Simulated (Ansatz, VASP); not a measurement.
Two plane-wave programs on SiC

POSCAR

```
SiC
1.0
    3.0888879782      0.0000000000      0.0000000000
   -1.5444439891      2.6750554585      0.0000000000
    0.0000000000      0.0000000000      5.0703204144
Si C
2 2
Direct
    0.3333333333      0.6666666667      0.4995917744
    0.6666666667      0.3333333333      0.9995917744
    0.3333333333      0.6666666667      0.8754082256
    0.6666666667      0.3333333333      0.3754082256
```

The input INCAR.step1:

```
PREC = Accurate
ENCUT = 520
ISMEAR = 0
SIGMA = 0.01
LREAL = False
LASPH = True
NELM = 100
NBANDS = 16
GGA = PE
ALGO = Normal
EDIFF = 1E-4
LWAVE = True
LCHARG = False
```

INCAR.step2

```
PREC = Accurate
ENCUT = 520
EDIFF = 1E-6
ISMEAR = 0
SIGMA = 0.01
LREAL = False
LASPH = True
NELM = 100
ALGO = Normal
ISIF = 2
LWAVE = False
LCHARG = False
METAGGA = R2SCAN
LMIXTAU = True
NBANDS = 16
ISTART = 1
```

The input KPOINTS:

```
regular mesh
0
Gamma
  12 12 6
```

Input for Ansatz:

```yaml
crystal:
  lattice:
    - [3.0888879782, 0.0, 0.0]
    - [-1.5444439891, 2.6750554585, 0.0]
    - [0.0, 0.0, 5.0703204144]
  atoms:
    - { symbol: Si, position: [0.3333333333, 0.6666666667, 0.4995917744] }
    - { symbol: Si, position: [0.6666666667, 0.3333333333, 0.9995917744] }
    - { symbol: C, position: [0.3333333333, 0.6666666667, 0.8754082256] }
    - { symbol: C, position: [0.6666666667, 0.3333333333, 0.3754082256] }
kpoints:
  mp_grid: { grid: [12, 12, 6] }
  band_path:
    path:
      - [0.0, 0.0, 0.0]
      - [0.5, 0.0, 0.0]
      - [0.3333333333, 0.3333333333, 0.0]
      - [0.0, 0.0, 0.5]
      - [0.5, 0.0, 0.5]
      - [0.3333333333, 0.3333333333, 0.5]
    npoints: 1
hamiltonian:
  xc: r2scan
scf:
  occupations: { method: fixed }
  n_extra_bands: 5
output:
  forces: true
  stress: true
  eigenvalues: true
```

Change from the starting cell: hydrostatic strain +0.4%.

Alike in both runs: task single point; functional r2SCAN; k mesh 12 × 12 × 6; no spin polarisation.

```csv
,VASP,Ansatz
version,VASP 6.6.1,Ansatz 0.2.0
potentials or method,"VASP PAW PBE potentials, release 64 (Si, C)","plane waves, PAW"
plane-wave cutoff (eV),520,500
occupations,"gaussian, width 0.01 eV",fixed
valence electrons in the cell,16,16
```

```tsv
	VASP	Ansatz	Ansatz less VASP
gap on the k mesh at the Fermi level (eV)	2.68	2.67	-0.007
pressure (GPa)	-3.1	-2.9	+0.17
traceless stress, the component that is largest in VASP (GPa)	0.07	0.06	-0.012
```

VASP's potentials were made for PBE, not for r2SCAN.
